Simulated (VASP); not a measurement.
# Be2ZnTe3 (I-4m2) in VASP: single point with r2SCAN

Aim: the single point of Be2ZnTe3 with r2SCAN.

All numbers are computed with VASP 6.6.1; they aren't measurements. Logs are shortened: lines on timing, memory, paths and dates and some standing lists are left out, and cuts for length are marked.

### Step 1. The cell of the first run

Symmetry: I-4m2, No. 119, tetragonal system. The conventional cell has a = 4.112 Å, b = 4.112 Å, c = 17.633 Å, α = 90.00°, β = 90.00°, γ = 90.00°. Within 3.3 Å of Be (site symmetry 2mm) lie 4 Te at 2.47 to 2.48 Å. Within 3.5 Å of Zn (site symmetry -4m2) lie 4 Te at 2.64 Å. Te (site symmetry 2mm) has 2 Be at 2.47 Å and 2 Zn at 2.64 Å within 3.3 Å. Within 3.3 Å of Te (site symmetry -4m2) lie 4 Be at 2.48 Å.

### Step 2. Single point, r2SCAN

File POSCAR:

```
Be2ZnTe3
1.0
   -2.0560109000      2.0560109000      8.8163977000
    2.0560109000     -2.0560109000      8.8163977000
    2.0560109000      2.0560109000     -8.8163977000
Be Zn Te
2 1 3
Direct
    0.6712000000      0.6712000000      0.0000000000
    0.3288000000      0.3288000000      0.0000000000
    0.0000000000      0.0000000000      0.0000000000
    0.5935640000      0.0935640000      0.5000000000
    0.2500000000      0.7500000000      0.5000000000
    0.9064360000      0.4064360000      0.5000000000
```

File INCAR.step1:

```
PREC     = Accurate       # precision mode
ENCUT    = 520            # plane-wave cutoff, eV
ISMEAR   = 0              # smearing method
SIGMA    = 0.02           # smearing width, eV
LREAL    = False          # projectors in reciprocal space
LASPH    = True           # aspherical terms in the spheres
NELM     = 60             # most SCF steps
NBANDS   = 26             # bands
GGA      = PE             # functional
ALGO     = Normal         # electronic algorithm
EDIFF    = 1E-4           # SCF threshold, eV
LWAVE    = True           # write WAVECAR
LCHARG   = False          # write CHGCAR
```

File INCAR.step2:

```
PREC     = Accurate       # precision mode
ENCUT    = 520            # plane-wave cutoff, eV
EDIFF    = 1E-6           # SCF threshold, eV
ISMEAR   = 0              # smearing method
SIGMA    = 0.02           # smearing width, eV
LREAL    = False          # projectors in reciprocal space
LASPH    = True           # aspherical terms in the spheres
NELM     = 60             # most SCF steps
ALGO     = Normal         # electronic algorithm
ISIF     = 2              # what is computed and relaxed
LWAVE    = False          # write WAVECAR
LCHARG   = False          # write CHGCAR
METAGGA  = R2SCAN         # meta-GGA
LMIXTAU  = True         
NBANDS   = 26             # bands
ISTART   = 1
```

File KPOINTS:

```
Automatic mesh
0
Gamma
  10 10 10
```

Potentials or basis: VASP PAW PBE potentials, release 64 (Be, Zn, Te).

Run with:

```sh
$ cat potpaw_PBE.64/Be/POTCAR potpaw_PBE.64/Zn/POTCAR potpaw_PBE.64/Te/POTCAR > POTCAR
$ cp INCAR.step1 INCAR
$ mpirun -np 1 vasp_std > vasp.out
$ cp INCAR.step2 INCAR
$ mpirun -np 1 vasp_std > vasp.out
```

OUTCAR:

```text
PREC = Accurate
   ENCUT = 520
   EDIFF = 1E-6
   ISMEAR = 0
   LREAL = False
   LASPH = True
   NELM = 60
   ISIF = 2
   METAGGA = R2SCAN
   ISTART = 1

 ion  position               nearest neighbor table
   1  0.671  0.671  0.000-   4 2.47   4 2.47   5 2.48   5 2.48
   2  0.329  0.329  0.000-   6 2.47   6 2.47   5 2.48   5 2.48
   3  0.000  0.000  0.000-   4 2.64   6 2.64   4 2.64   6 2.64
   4  0.594  0.094  0.500-   1 2.47   1 2.47   3 2.64   3 2.64
   5  0.250  0.750  0.500-   1 2.48   2 2.48   2 2.48   1 2.48
   6  0.906  0.406  0.500-   2 2.47   2 2.47   3 2.64   3 2.64

  LATTYP: Found a body centered tetragonal cell.
 ALAT       =     4.1120218000
 C/A-ratio  =     4.2881084434

  Lattice vectors:

 A1 = (  -2.0560109000,   2.0560109000,   8.8163977000)
 A2 = (   2.0560109000,  -2.0560109000,   8.8163977000)
 A3 = (   2.0560109000,   2.0560109000,  -8.8163977000)

Analysis of symmetry for initial positions (statically):
=====================================================================
 Subroutine PRICEL returns:
 Original cell was already a primitive cell.

 Routine SETGRP: Setting up the symmetry group for a
 body centered tetragonal supercell.

 Subroutine GETGRP returns: Found  8 space group operations
 (whereof  8 operations were pure point group operations)
 out of a pool of 16 trial point group operations.

The static configuration has the point symmetry D_2d.

Analysis of symmetry for dynamics (positions and initial velocities):
=====================================================================
 Subroutine PRICEL returns:
 Original cell was already a primitive cell.

 Routine SETGRP: Setting up the symmetry group for a
 body centered tetragonal supercell.

 Subroutine GETGRP returns: Found  8 space group operations
 (whereof  8 operations were pure point group operations)
 out of a pool of 16 trial point group operations.

The dynamic configuration has the point symmetry D_2d.

 Subroutine INISYM returns: Found  8 space group operations
 (whereof  8 operations are pure point group operations),
 and found     1 'primitive' translations

----------------------------------------------------------------------------------------

                                     Primitive cell

  volume of cell :     149.0740

  direct lattice vectors                    reciprocal lattice vectors
    -2.056010900  2.056010900  8.816397700     0.000000000  0.243189372  0.056712505
     2.056010900 -2.056010900  8.816397700     0.243189372  0.000000000  0.056712505
     2.056010900  2.056010900 -8.816397700     0.243189372  0.243189372  0.000000000

  length of vectors
     9.283492341  9.283492341  9.283492341     0.249714595  0.249714595  0.343921708

  position of ions in fractional coordinates (direct lattice)
     0.671200000  0.671200000  0.000000000
     0.328800000  0.328800000  0.000000000
     0.000000000  0.000000000  0.000000000
     0.593564000  0.093564000  0.500000000
     0.250000000  0.750000000  0.500000000
     0.906436000  0.406436000  0.500000000

  ion indices of the primitive-cell ions
   primitive index   ion index
                 1           1
                 2           2
                 3           3
                 4           4
                 5           5
                 6           6

----------------------------------------------------------------------------------------

 KPOINTS: Automatic mesh

Automatic generation of k-mesh.
 Grid dimensions read from file:
 generate k-points for:   10   10   10

 Generating k-lattice:

  Cartesian coordinates                     Fractional coordinates (reciprocal lattice)
     0.000000000  0.024318937  0.005671251     0.100000000  0.000000000  0.000000000
     0.024318937  0.000000000  0.005671251     0.000000000  0.100000000  0.000000000
     0.024318937  0.024318937  0.000000000     0.000000000  0.000000000  0.100000000

  Length of vectors
     0.024971460  0.024971460  0.034392171

  Shift w.r.t. Gamma in fractional coordinates (k-lattice)
     0.000000000  0.000000000  0.000000000

 Subroutine IBZKPT returns following result:
 ===========================================

 Found    102 irreducible k-points:

 Following reciprocal coordinates:
            Coordinates               Weight
  0.000000  0.000000  0.000000      1.000000
  0.100000 -0.000000  0.000000      8.000000
  0.200000 -0.000000  0.000000      8.000000
  0.300000 -0.000000  0.000000      8.000000
  0.400000 -0.000000  0.000000      8.000000
  0.500000 -0.000000  0.000000      4.000000
[... 16 lines left out ...]
  0.300000  0.300000  0.000000      8.000000
  0.400000  0.300000  0.000000     16.000000
 [... further k-points ...]
   k-points           NKPTS =    102   k-points in BZ     NKDIM =    102   number of bands    NBANDS=     26
   number of dos      NEDOS =    301   number of ions     NIONS =      6
   total plane-waves  NPLWV = 343000
   dimension x,y,z NGX =    70 NGY =   70 NGZ =   70
   dimension x,y,z NGXF=   140 NGYF=  140 NGZF=  140
   ions per type =               2   1   3
   NGX,Y,Z   is equivalent  to a cutoff of  12.54, 12.54, 12.54 a.u.
   NGXF,Y,Z  is equivalent  to a cutoff of  25.07, 25.07, 25.07 a.u.
 SYSTEM =  unknown system
   PREC   = accura    normal or accurate (medium, high low for compatibility)
   ISTART =      1    job   : 0-new  1-cont  2-samecut
   ICHARG =      0    charge: 1-file 2-atom 10-const
   ISPIN  =      1    spin polarized calculation?
   LNONCOLLINEAR =      F non collinear calculations
   LSORBIT =      F    spin-orbit coupling
   LASPH  =      T    aspherical Exc in radial PAW
   ENCUT  =  520.0 eV  38.22 Ry    6.18 a.u.  17.26 17.26 17.26*2*pi/ulx,y,z
   NELM   =     60;   NELMIN=  2; NELMDL=  0     # of ELM steps
   EDIFF  = 0.1E-05   stopping-criterion for ELM
   LREAL  =      F    real-space projection
   EDIFFG = 0.1E-04   stopping-criterion for IOM
   NSW    =      0    number of steps for IOM
   IBRION =     -1    ionic relax: 0-MD 1-quasi-New 2-CG
   NFREE  =      0    steps in history (QN), initial steepest desc. (CG)
   ISIF   =      2    stress and relaxation
   ISYM   =      2    0-nonsym 1-usesym 2-fastsym
   POTIM  = 0.5000    time-step for ionic-motion
   TEBEG  =    0.0;   TEEND  =   0.0 temperature during run
   PSTRESS=    0.0 pullay stress
   NELECT =      34.0000    total number of electrons
   NUPDOWN=      -1.0000    fix difference up-down
   EMIN   =  10.00;   EMAX   =-10.00  energy-range for DOS
   EFERMI =   0.00;   METHOD = LEGACY
   ISMEAR =     0;   SIGMA  =   0.02  broadening in eV -4-tet -1-fermi 0-gaus
   EFERMI_NEDOS =   21; number of points for ismear=-14 and -15
   IALGO  =     38    algorithm
   IMIX   =      4    mixing-type and parameters
     AMIX     =   0.40;   BMIX     =  1.00
     AMIX_MAG =   1.60;   BMIX_MAG =  1.00
  volume/ion in A,a.u.               =      24.85       167.67
  Fermi-wavevector in a.u.,A,eV,Ry     =   1.000231  1.890163 13.612123  1.000463
  Thomas-Fermi vector in A             =   2.132574
   LORBIT       =      0    0 simple, 1 ext, 2 COOP (PROOUT), +10 PAW based schemes
   METAGGA = R2SCAN    functional components
   LHFCALC =     F    Hartree Fock is set to
   AEXX    =    0.0000 exact exchange contribution
   IVDW    =     0    specifies the selected vdW correction
   LEPSILON=     F    determine dielectric tensor
   LRPA    =     F    only Hartree local field effects (RPA)
 non-spin polarized calculation
 Gauss-broadening in eV      SIGMA  =   0.02
  energy-cutoff  :      520.00
  volume of cell :      149.07
 maximum number of plane-waves:      4065
 NGX is ok and might be reduce to    70
   NGX = 35   NGY = 35   NGZ = 35

 number of electron      34.0000007 magnetization

 Free energy of the ion-electron system (eV)
  ---------------------------------------------------
  ext. energy  EPLUGINS =         0.00000000
  ---------------------------------------------------
  free energy    TOTEN  =       -96.71776192 eV

  energy without entropy =      -96.71776192  energy(sigma->0) =      -96.71776192

 E-fermi :   4.1956     XC(G=0):  -9.4125

 val. band max:        4.0458677655   @ k =   0.0000   0.0000   0.0000
 cond. band min:       6.4045172301   @ k =   0.0000   0.0000   0.0000
 fundamental gap:      2.3586494646
 Fermi energy:         4.1956492777

 k-point     1 :       0.0000    0.0000    0.0000
  band No.  band energies     occupation
      1      -8.4636      2.00000
      2      -7.4654      2.00000
      3      -7.1898      2.00000
      4      -3.0103      2.00000
      5      -3.0103      2.00000
      6      -3.0037      2.00000
[... 18 lines left out ...]
     25       8.4754      0.00000
     26      12.0774      0.00000

 k-point     2 :       0.1000   -0.0000    0.0000
  band No.  band energies     occupation
      1      -8.4010      2.00000
      2      -7.4572      2.00000
      3      -7.1457      2.00000
      4      -3.0130      2.00000
      5      -3.0087      2.00000
      6      -2.9856      2.00000
[... 18 lines left out ...]
     25       8.8572      0.00000
     26      11.3351      0.00000

 k-point     3 :       0.2000   -0.0000    0.0000
  band No.  band energies     occupation
      1      -8.2199      2.00000
      2      -7.4201      2.00000
      3      -7.0551      2.00000
      4      -3.0094      2.00000
      5      -3.0047      2.00000
      6      -2.9448      2.00000
[... 572 lines left out ...]
 k-point    23 :       0.3000    0.3000    0.0000
  band No.  band energies     occupation
      1      -7.4583      2.00000
      2      -7.1905      2.00000
      3      -6.8150      2.00000
      4      -2.9852      2.00000
      5      -2.9575      2.00000
      6      -2.8961      2.00000
[... 18 lines left out ...]
     25      10.6105      0.00000
     26      10.7380      0.00000

 k-point    24 :       0.4000    0.3000    0.0000
  band No.  band energies     occupation
      1      -7.1958      2.00000
      2      -7.0663      2.00000
      3      -6.8469      2.00000
      4      -2.9641      2.00000
      5      -2.9389      2.00000
      6      -2.9154      2.00000
[... 18 lines left out ...]
     25      10.6833      0.00000
     26      11.2488      0.00000

 [... further k-points ...]

------------------------ aborting loop because EDIFF is reached ----------------------------------------

  FORCE on cell =-STRESS in cart. coord.  units (eV):
  Direction    XX          YY          ZZ          XY          YZ          ZX
  --------------------------------------------------------------------------------------
  -------------------------------------------------------------------------------------
  Total       -0.4910813     -0.4910813     -0.6105790      0.0000000      0.0000000      0.0000000
  in kB       -5.2779106     -5.2779106     -6.5622150      0.0000000      0.0000000      0.0000000
  external PRESSURE =      -5.7060121 kB  Pullay stress =       0.0000000 kB

 VOLUME and BASIS-vectors are now :
 -----------------------------------------------------------------------------
  energy-cutoff  :      520.00
  volume of cell :      149.07
      direct lattice vectors                 reciprocal lattice vectors
    -2.056010900  2.056010900  8.816397700     0.000000000  0.243189372  0.056712505
     2.056010900 -2.056010900  8.816397700     0.243189372  0.000000000  0.056712505
     2.056010900  2.056010900 -8.816397700     0.243189372  0.243189372  0.000000000

 POSITION                                       TOTAL-FORCE (eV/Angst)
 -----------------------------------------------------------------------------------
      0.00000      0.00000     11.83513         0.000000     -0.000000     -0.008983
      0.00000      0.00000      5.79766         0.000000     -0.000000      0.008983
      0.00000      0.00000      0.00000        -0.000000     -0.000000     -0.000000
      0.00000      2.05601      1.64979         0.000000      0.000000     -0.183020
      2.05601      0.00000      4.40820        -0.000000     -0.000000     -0.000000
      0.00000      2.05601      7.16660         0.000000      0.000000      0.183020
 -----------------------------------------------------------------------------------
    total drift:                                0.000005     -0.000005     -0.000000

  FREE ENERGIE OF THE ION-ELECTRON SYSTEM (eV)
  ---------------------------------------------------
  free  energy   TOTEN  =       -96.7177619213 eV

  energy  without entropy=      -96.7177619213  energy(sigma->0) =      -96.71776192
```

Wall time 60 min (1 thread of Intel Xeon 6975P-C (Granite Rapids), shared host); peak memory 1 GiB.

Results:

```
Free energy            : -96.7178 eV
Pressure               : -0.6 GPa
Largest force          : 0.183 eV/Å
Band gap on the k mesh : 2.36 eV
```

Forces on the atoms (eV/Å):
```
Be   0.000  0.000 -0.009
Be   0.000  0.000  0.009
Zn   0.000  0.000  0.000
Te   0.000  0.000 -0.183
Te   0.000  0.000  0.000
Te   0.000  0.000  0.183
```

Levels at points of the mesh, in eV from the valence-band top:
| k point | band 14 | band 15 | band 16 | band 17 | band 18 | band 19 | band 20 | band 21 |
| --- | --- | --- | --- | --- | --- | --- | --- | --- |
| (0.00, 0.00, 0.00) | -1.87 | -0.17 | 0.00 | 0.00 | 2.36 | 2.76 | 3.14 | 3.63 |
| (0.50, 0.00, 0.00) | -1.46 | -1.42 | -1.13 | -0.60 | 2.79 | 3.76 | 3.88 | 4.82 |
| (0.50, 0.50, 0.00) | -2.99 | -2.89 | -2.53 | -2.51 | 2.43 | 2.53 | 4.00 | 4.08 |
| (0.50, 0.50, 0.50) | -1.22 | -1.22 | -0.62 | -0.62 | 2.36 | 2.82 | 3.23 | 3.89 |

Caveat: the PAW data sets were made with another functional, which shifts forces and pressure a little; spin-orbit coupling is left out, which moves the levels of the heavy elements.
